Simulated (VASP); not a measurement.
# Ge (P6_3/mmc) in VASP: settings compared, part 2 of 2

VASP 6.6.1. Earlier steps stand in the parts before.

### Step 4. Relaxation of cell and atoms, PBEsol, target pressure 5 GPa, at which the enthalpy is minimised

Contents of INCAR:

```
ALGO     = Normal         # electronic algorithm
EDIFF    = 1E-6           # SCF threshold, eV
EDIFFG   = -0.01          # ionic threshold
ENCUT    = 600            # plane-wave cutoff, eV
GGA      = PS             # functional
IBRION   = 2              # ionic algorithm
ISIF     = 3              # what is computed and relaxed
ISMEAR   = -1             # smearing method
LASPH    = T              # aspherical terms in the spheres
LCHARG   = F              # write CHGCAR
LREAL    = F              # projectors in reciprocal space
LWAVE    = F              # write WAVECAR
NELM     = 100            # most SCF steps
NSW      = 80             # ionic steps
PREC     = Accurate       # precision mode
PSTRESS  = 50.0         
SIGMA    = 0.05           # smearing width, eV
```

Contents of KPOINTS:

```
k-points
0
Gamma
  8 8 4
```

Contents of POSCAR:

```
Ge
1.0
    3.9975858431      0.0000000000      0.0000000000
   -1.9987929216      3.4620108940      0.0000000000
    0.0000000000      0.0000000000      6.5993779500
Ge
4
Direct
    0.3333333333      0.6666666667      0.9370987500
    0.6666666667      0.3333333333      0.4370987500
    0.3333333333      0.6666666667      0.5629012500
    0.6666666667      0.3333333333      0.0629012500
```

Potentials or basis: VASP PAW PBE potentials, release 64 (Ge_d).

Launch:

```sh
$ cat potpaw_PBE.64/Ge_d/POTCAR > POTCAR
$ mpirun -np 1 vasp_std > vasp.out
```

OUTCAR:

```text
EDIFF = 1E-6
   EDIFFG = -0.01
   ENCUT = 600
   GGA = PS
   IBRION = 2
   ISIF = 3
   ISMEAR = -1
   LASPH = T
   LREAL = F
   NELM = 100
   NSW = 80
   PREC = Accurate
   PSTRESS = 50.0

 ion  position               nearest neighbor table
   1  0.333  0.667  0.937-   4 2.45   4 2.45   4 2.45   3 2.47
   2  0.667  0.333  0.437-   3 2.45   3 2.45   3 2.45   4 2.47
   3  0.333  0.667  0.563-   2 2.45   2 2.45   2 2.45   1 2.47
   4  0.667  0.333  0.063-   1 2.45   1 2.45   1 2.45   2 2.47

  LATTYP: Found a hexagonal cell.
 ALAT       =     3.9975858431
 C/A-ratio  =     1.6508408347

  Lattice vectors:

 A1 = (   3.9975858431,   0.0000000000,   0.0000000000)
 A2 = (  -1.9987929216,   3.4620108940,   0.0000000000)
 A3 = (   0.0000000000,   0.0000000000,   6.5993779500)
[... 260 lines left out ...]
--------------------------------------- Ionic step        3  -------------------------------------------

 number of electron      56.0000016 magnetization

 Free energy of the ion-electron system (eV)
  ---------------------------------------------------
  ext. energy  EPLUGINS =         0.00000000
  ---------------------------------------------------
  free energy    TOTEN  =       -19.59594052 eV

  energy without entropy =      -19.59473238  energy(sigma->0) =      -19.59533645

 E-fermi :   5.6085     XC(G=0): -10.3958

 val. band max:        5.5107241963   @ k =   0.0000   0.0000   0.0000
 cond. band min:       5.6245928844   @ k =   0.0000   0.0000   0.0000
 fundamental gap:      0.1138686882
 Fermi energy:         5.6084640266

 k-point     1 :       0.0000    0.0000    0.0000
  band No.  band energies     occupation
      1     -19.4684      2.00000
      2     -19.4684      2.00000
      3     -19.4249      2.00000
      4     -19.4221      2.00000
      5     -19.4221      2.00000
      6     -19.4100      2.00000
[... 853 lines left out ...]
     32       7.9996      0.00000
     33      11.6337      0.00000

 [... further k-points ...]
[... 5 lines left out ...]
  --------------------------------------------------------------------------------------
  -------------------------------------------------------------------------------------
  Total        2.6418593      2.6418593      2.6392007     -0.0000000     -0.0000000      0.0000000
  in kB       49.4703107     49.4703107     49.4205267     -0.0000000     -0.0000000      0.0000000
  external PRESSURE =      -0.5462840 kB  Pullay stress =      50.0000000 kB
[... 23 lines left out ...]
  energy  without entropy=      -19.5947323761  energy(sigma->0) =      -19.59533645

  enthalpy is  TOTEN    =       -16.9257942678 eV   P V=        2.6701462483

 reached required accuracy - stopping structural energy minimisation
```

OSZICAR:

```text
N       E                     dE             d eps       ncg     rms          rms(c)
DAV:   1     0.517711907406E+03    0.51771E+03   -0.31179E+04  2236   0.507E+03
DAV:   2     0.692770360645E+02   -0.44843E+03   -0.44153E+03  1980   0.913E+02
DAV:   3    -0.151586262661E+02   -0.84436E+02   -0.83739E+02  2266   0.229E+02
DAV:   4    -0.198731967668E+02   -0.47146E+01   -0.47034E+01  2245   0.636E+01
[... 24 lines left out ...]
DAV:   4    -0.195968180465E+02    0.16617E-01   -0.50528E-02  2509   0.363E+00    0.280E-01
DAV:   5    -0.195960016418E+02    0.81640E-03   -0.22925E-03  2443   0.537E-01    0.134E-01
DAV:   6    -0.195959390064E+02    0.62635E-04   -0.38861E-04  2393   0.345E-01    0.510E-03
DAV:   7    -0.195959401232E+02   -0.11168E-05   -0.21896E-05  2664   0.553E-02    0.305E-03
DAV:   8    -0.195959405161E+02   -0.39290E-06   -0.19711E-06  1423   0.236E-02
   3 F= -.16925794E+02 E0= -.16925190E+02  d E =-.983279E-01
```

CONTCAR:

```text
Ge
   1.00000000000000
     3.9133080343746403    0.0000000000000017    0.0000000000000000
    -1.9566540172362648    3.3890241706671489   -0.0000000000000000
     0.0000000000000000   -0.0000000000000000    6.4514439173999927
  Ge
     4
Direct
     0.3333333332999970    0.6666666667000030    0.9370785027785380
     0.6666666667000030    0.3333333332999970    0.4370785027785380
     0.3333333332999970    0.6666666667000030    0.5629214972214620
     0.6666666667000030    0.3333333332999970    0.0629214972214620

  0.00000000E+00  0.00000000E+00  0.00000000E+00
  0.00000000E+00  0.00000000E+00  0.00000000E+00
  0.00000000E+00  0.00000000E+00  0.00000000E+00
  0.00000000E+00  0.00000000E+00  0.00000000E+00
```

Run time: 3.5 min. Hardware: 1 thread of Intel Xeon 6975P-C, shared host; peak memory 0.28 GiB.

Results:

```
Free energy                                            : -19.5959 eV
Relaxed volume                                         : 21.39 Å³/atom
Relaxed cell                                           : a = 3.913 Å, b = 3.913 Å, c = 6.451 Å, α = 90.00°, β = 90.00°, γ = 120.00°
Space group after relaxing (to 0.05 Å)                 : P6_3/mmc (No. 194)
Energy change on relaxing (the enthalpy is what falls) : +20.5 meV/atom
Ionic steps                                            : 3
Pressure after relaxing                                : 4.9 GPa
Largest force after relaxing                           : 0.005 eV/Å
Band gap on the k mesh                                 : zero (filled and empty bands touch)
```

Forces in eV/Å, atoms in the order of the input:
```
Ge   0.000  0.000 -0.005
Ge   0.000  0.000 -0.005
Ge   0.000  0.000  0.005
Ge   0.000  0.000  0.005
```

The path:
| step | energy change (eV) | largest force (eV/Å) | pressure (GPa) | volume (Å³) |
| --- | --- | --- | --- | --- |
| 1 | 0.0000 | 0.0046 | -0.11 | 91.33 |
| 2 | 0.2357 | 0.0069 | 9.15 | 82.04 |
| 3 | 0.0818 | 0.0052 | 4.95 | 85.56 |

Final structure:
```
CELL_PARAMETERS angstrom
3.91331 0.00000 0.00000
-1.95665 3.38902 0.00000
0.00000 0.00000 6.45144
ATOMIC_POSITIONS crystal
Ge 0.33333 0.66667 0.93708
Ge 0.66667 0.33333 0.43708
Ge 0.33333 0.66667 0.56292
Ge 0.66667 0.33333 0.06292
```

Levels at points of the mesh, in eV from the Fermi level:
| k point | band 25 | band 26 | band 27 | band 28 | band 29 | band 30 | band 31 | band 32 |
| --- | --- | --- | --- | --- | --- | --- | --- | --- |
| (0.00, 0.00, 0.00) | -1.72 | -0.30 | -0.10 | 0.02 | 0.02 | 0.46 | 2.11 | 2.11 |
| (0.50, 0.00, 0.00) | -5.08 | -3.44 | -3.22 | -1.67 | 0.26 | 1.69 | 3.37 | 3.58 |
| (0.00, 0.00, 0.50) | -1.05 | -1.05 | -1.05 | -1.05 | 0.72 | 0.72 | 3.27 | 3.27 |
| (0.50, 0.00, 0.50) | -2.85 | -2.85 | -2.73 | -2.73 | 0.39 | 0.39 | 1.88 | 1.88 |

Caveat: the cell is relaxed towards a set pressure, so the enthalpy falls and the energy may rise; the PAW data sets were made with another functional, which shifts forces and pressure a little.

### Step 5. Single point, PBE

Contents of INCAR:

```
SYSTEM = Ge
PREC     = Accurate       ! precision mode
ENCUT    = 520            ! plane-wave cutoff, eV
EDIFF    = 1E-7           ! SCF threshold, eV
ISMEAR   = 0              ! smearing method
SIGMA    = 0.013000000000000001 ! smearing width, eV
LREAL    = .False.        ! projectors in reciprocal space
LASPH    = .True.         ! aspherical terms in the spheres
NELM     = 80             ! most SCF steps
ALGO     = Normal         ! electronic algorithm
ISIF     = 2              ! what is computed and relaxed
LWAVE    = .False.        ! write WAVECAR
LCHARG   = .False.        ! write CHGCAR
GGA      = PE             ! functional
NBANDS   = 36             ! bands
```

Contents of KPOINTS:

```
regular mesh
0
Gamma
  8 8 4
  0 0 0
```

POSCAR is that of step 4.

Launch:

```sh
$ cat potpaw_PBE.64/Ge_d/POTCAR > POTCAR
$ mpirun -np 1 vasp_std > vasp.out
```

Run time: 2.3 min. Hardware: 1 thread of Intel Xeon 8259CL, shared host; peak memory 0.23 GiB.

The run converged. Its results:

- Free energy: -17.9595 eV
- Pressure: 2.9 GPa
- Largest force: 0.019 eV/Å
- Band gap on the k mesh: 0.12 eV, direct

Forces in eV/Å, atoms in the order of the input:
```
Ge   0.000  0.000 -0.019
Ge   0.000  0.000 -0.019
Ge   0.000  0.000  0.019
Ge   0.000  0.000  0.019
```

Stress tensor (GPa, compression positive):
```
2.99 0.00 0.00
0.00 2.99 0.00
0.00 0.00 2.77
```

Levels at points of the mesh, in eV from the valence-band top:
```
           k point  band 24  band 25  band 26  band 27  band 28  band 29  band 30  band 31  band 32  band 33
(0.00, 0.00, 0.00)    -1.48    -1.48    -0.15    -0.07     0.00     0.12     0.12     2.27     2.27     2.76
(0.50, 0.00, 0.00)    -6.74    -4.57    -3.06    -2.80    -1.44     0.55     1.66     3.58     3.72     4.33
(0.00, 0.00, 0.50)    -4.80    -0.85    -0.85    -0.85    -0.85     0.70     0.70     3.38     3.38     3.38
(0.50, 0.00, 0.50)    -7.86    -2.54    -2.54    -2.40    -2.40     0.54     0.54     2.13     2.13     6.12
```

A k mesh can miss the band edges.

### Step 6. Summary

```tsv
task	level	cell	cutoff (eV)	smearing	gap on the mesh (eV)	pressure (GPa)	largest force (eV/Å)
single point	PBEsol	a = 4.000, b = 4.000, c = 6.588 Å, angles 90.0, 90.0, 120.0°, 4 atoms	520	fermi-dirac 0.05 eV	0.07	-0.1	-
relaxation of cell and atoms	PBEsol	relaxed from a = 3.998, b = 3.998, c = 6.599 Å, angles 90.0, 90.0, 120.0°, 4 atoms	600	fermi-dirac 0.05 eV	0.07	0.0	-
relaxation of cell and atoms	PBEsol	relaxed to 5 GPa from a = 3.998, b = 3.998, c = 6.599 Å, angles 90.0, 90.0, 120.0°, 4 atoms	600	fermi-dirac 0.05 eV	none	4.9	0.01
single point	PBE	a = 3.998, b = 3.998, c = 6.599 Å, angles 90.0, 90.0, 120.0°, 4 atoms	520	gaussian 0.013 eV	0.12	2.9	0.02
```

Alike in all rows: potentials or basis VASP PAW PBE potentials, release 64 (Ge_d); no spin polarisation; k mesh 8 × 8 × 4.

Caveats: the PAW data sets were made with another functional, which shifts forces and pressure a little (some runs); the cell is relaxed towards a set pressure, so the enthalpy falls and the energy may rise (some runs).

Total energies depend on the potentials used, so only differences within one code and one set of settings carry meaning.
